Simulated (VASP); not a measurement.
# Ti (I4/mmm) in VASP: notebook, part 2 of 2

VASP 6.6.1. Earlier steps stand in the parts before.

### Step 4. Single point, r2SCAN

This run uses another cell than the first one, of the same volume but with other edges.

Contents of POSCAR:

```
Ti
1.0
    0.0000000000      1.9103031386      2.2923637664
    1.9103031386      0.0000000000      2.2923637664
    1.9103031386      1.9103031386      0.0000000000
Ti
1
Direct
    0.0000000000      0.0000000000      0.0000000000
```

Contents of INCAR.step1:

```
PREC     = Accurate       # precision mode
ENCUT    = 520            # plane-wave cutoff, eV
ISMEAR   = 0              # smearing method
SIGMA    = 0.15           # smearing width, eV
LREAL    = False          # projectors in reciprocal space
LASPH    = True           # aspherical terms in the spheres
NELM     = 100            # most SCF steps
NBANDS   = 12             # bands
GGA      = PE             # functional
ALGO     = Normal         # electronic algorithm
EDIFF    = 1E-4           # SCF threshold, eV
LWAVE    = True           # write WAVECAR
LCHARG   = False          # write CHGCAR
```

Contents of INCAR.step2:

```
PREC     = Accurate       # precision mode
ENCUT    = 520            # plane-wave cutoff, eV
EDIFF    = 1E-6           # SCF threshold, eV
ISMEAR   = 0              # smearing method
SIGMA    = 0.15           # smearing width, eV
LREAL    = False          # projectors in reciprocal space
LASPH    = True           # aspherical terms in the spheres
NELM     = 100            # most SCF steps
ALGO     = Normal         # electronic algorithm
ISIF     = 2              # what is computed and relaxed
LWAVE    = False          # write WAVECAR
LCHARG   = False          # write CHGCAR
METAGGA  = R2SCAN         # meta-GGA
LMIXTAU  = True         
NBANDS   = 12             # bands
ISTART   = 1
```

Contents of KPOINTS:

```
regular mesh
0
Gamma
  22 22 22
```

Potentials or basis: VASP PAW PBE potentials, release 64 (Ti_sv).

On the command line:

```bash
$ cat potpaw_PBE.64/Ti_sv/POTCAR > POTCAR
$ cp INCAR.step1 INCAR
$ mpirun -np 1 vasp_std > vasp.out
$ cp INCAR.step2 INCAR
$ mpirun -np 1 vasp_std > vasp.out
```

OUTCAR:

```text
PREC = Accurate
   ENCUT = 520
   EDIFF = 1E-6
   ISMEAR = 0
   LREAL = False
   LASPH = True
   NELM = 100
   ISIF = 2
   METAGGA = R2SCAN
   ISTART = 1

 ion  position               nearest neighbor table
   1  0.000  0.000  0.000-

  LATTYP: Found a body centered tetragonal cell.
 ALAT       =     2.7015766069
 C/A-ratio  =     1.6970562749

  Lattice vectors:

 A1 = (  -1.9103031386,   0.0000000000,   2.2923637664)
 A2 = (   1.9103031386,   0.0000000000,   2.2923637664)
 A3 = (   0.0000000000,   1.9103031386,  -2.2923637664)

Analysis of symmetry for initial positions (statically):
=====================================================================
 Subroutine PRICEL returns:
 Original cell was already a primitive cell.

 Routine SETGRP: Setting up the symmetry group for a
 body centered tetragonal supercell.

 Subroutine GETGRP returns: Found 16 space group operations
 (whereof 16 operations were pure point group operations)
 out of a pool of 16 trial point group operations.

The static configuration has the point symmetry D_4h.

Analysis of symmetry for dynamics (positions and initial velocities):
[... 169 lines left out ...]
      4     -25.1010      2.00000
      5       2.1161      2.00000
      6       8.6794      0.29311
      7      10.3592      0.00000
      8      10.3592      0.00000
      9      10.3613      0.00000
     10      12.3050      0.00000
     11      25.2095      0.00000
     12      26.6963      0.00000
[... 331 lines left out ...]
 k-point    24 :      -0.4545    0.0455    0.0000
  band No.  band energies     occupation
      1     -50.2093      2.00000
      2     -25.9542      2.00000
      3     -25.2917      2.00000
      4     -25.1084      2.00000
      5       5.9089      2.00000
      6       8.8286      0.01395
      7       9.1775      0.00000
      8      10.3977      0.00000
      9      12.3285      0.00000
     10      12.9550      0.00000
     11      17.8136      0.00000
     12      22.8728      0.00000

 [... further k-points ...]

------------------------ aborting loop because EDIFF is reached ----------------------------------------

  FORCE on cell =-STRESS in cart. coord.  units (eV):
  Direction    XX          YY          ZZ          XY          YZ          ZX
  --------------------------------------------------------------------------------------
  -------------------------------------------------------------------------------------
  Total        0.6170347      0.6170347     -0.0428145      0.0000000     -0.0000000      0.0000000
  in kB       59.0883726     59.0883726     -4.0999974      0.0000000     -0.0000000      0.0000000
  external PRESSURE =      38.0255826 kB  Pullay stress =       0.0000000 kB

 VOLUME and BASIS-vectors are now :
 -----------------------------------------------------------------------------
  energy-cutoff  :      520.00
  volume of cell :       16.73
      direct lattice vectors                 reciprocal lattice vectors
     0.000000000  1.910303139  2.292363766    -0.261738564  0.261738564  0.218115470
     1.910303139  0.000000000  2.292363766     0.261738564 -0.261738564  0.218115470
     1.910303139  1.910303139  0.000000000     0.261738564  0.261738564 -0.218115470

 POSITION                                       TOTAL-FORCE (eV/Angst)
 -----------------------------------------------------------------------------------
      0.00000      0.00000      0.00000         0.000000     -0.000000      0.000000
 -----------------------------------------------------------------------------------
    total drift:                                0.000000      0.000000     -0.000000

  FREE ENERGIE OF THE ION-ELECTRON SYSTEM (eV)
  ---------------------------------------------------
  free  energy   TOTEN  =       -12.8419462161 eV

  energy  without entropy=      -12.8213551529  energy(sigma->0) =      -12.83165068
```

OUTCAR.step1:

```text
PREC = Accurate
   ENCUT = 520
   ISMEAR = 0
   LREAL = False
   LASPH = True
   NELM = 100
[... 575 lines left out ...]

 POSITION                                       TOTAL-FORCE (eV/Angst)
 -----------------------------------------------------------------------------------
      0.00000      0.00000      0.00000         0.000000      0.000000      0.000000
 -----------------------------------------------------------------------------------
    total drift:                                0.000000      0.000000      0.000000

  FREE ENERGIE OF THE ION-ELECTRON SYSTEM (eV)
  ---------------------------------------------------
  free  energy   TOTEN  =        -7.7431082979 eV

  energy  without entropy=       -7.7199000440  energy(sigma->0) =       -7.73150417
```

OSZICAR.step1:

```text
N       E                     dE             d eps       ncg     rms          rms(c)
DAV:   1     0.864305832837E+02    0.86431E+02   -0.65502E+03 20104   0.121E+03
DAV:   2    -0.450871075858E+01   -0.90939E+02   -0.88373E+02 20472   0.297E+02
DAV:   3    -0.863137358018E+01   -0.41227E+01   -0.40795E+01 27792   0.648E+01
DAV:   4    -0.872569417908E+01   -0.94321E-01   -0.94224E-01 22008   0.845E+00
DAV:   5    -0.872801846181E+01   -0.23243E-02   -0.23242E-02 23980   0.118E+00    0.864E+00
DAV:   6    -0.773676187953E+01    0.99126E+00   -0.22378E+00 21748   0.216E+01    0.226E+00
DAV:   7    -0.773127781295E+01    0.54841E-02   -0.84432E-02 24484   0.322E+00    0.132E+00
DAV:   8    -0.774267173022E+01   -0.11394E-01   -0.39661E-02 20564   0.236E+00    0.132E-01
DAV:   9    -0.774306690573E+01   -0.39518E-03   -0.30444E-03 24812   0.608E-01    0.797E-02
DAV:  10    -0.774310829791E+01   -0.41392E-04   -0.32408E-04 21004   0.197E-01
   1 F= -.77431083E+01 E0= -.77315042E+01  d E =-.232083E-01
```

Run time: 10 min. Hardware: 1 thread of Intel Xeon 8259CL, shared host; peak memory 0.28 GiB.

What came out:

* Free energy: -12.8419 eV
* Pressure: 3.8 GPa
* Band gap on the k mesh: zero (bands 6 and 7 overlap by 1.32 eV)

Stress tensor (GPa, compression positive):
```
 5.91  0.00  0.00
 0.00  5.91  0.00
 0.00  0.00 -0.41
```

Caveat: the stress differs along the axes, from -0 to 6 GPa; the PAW data sets were made with another functional, which shifts forces and pressure a little.

### Step 5. The runs side by side

| cell | gap on the mesh (eV) | pressure (GPa) |
| --- | --- | --- |
| a = 3.132, b = 3.132, c = 2.558 Å, angles 65.9, 65.9, 48.2°, 1 atom | none | 1.8 |
| a = 2.813, b = 2.813, c = 3.031 Å, angles 57.4, 57.4, 65.2°, 1 atom | none | 4.5 |
| a = 2.984, b = 2.984, c = 2.702 Å, angles 63.1, 63.1, 53.8°, 1 atom | none | 3.8 |

Alike in all rows: task single point; level r2SCAN; potentials or basis VASP PAW PBE potentials, release 64 (Ti_sv); no spin polarisation; k mesh 22 × 22 × 22; cutoff (eV) 520; smearing gaussian 0.15 eV.

Caveats: the PAW data sets were made with another functional, which shifts forces and pressure a little; the stress differs along the axes, from -10 to 8 GPa (at least some runs); the cell stands under pressure (at least some runs); the stress differs along the axes, from -0 to 6 GPa (at least some runs).

Absolute energies hang on the potentials; compare differences alone.
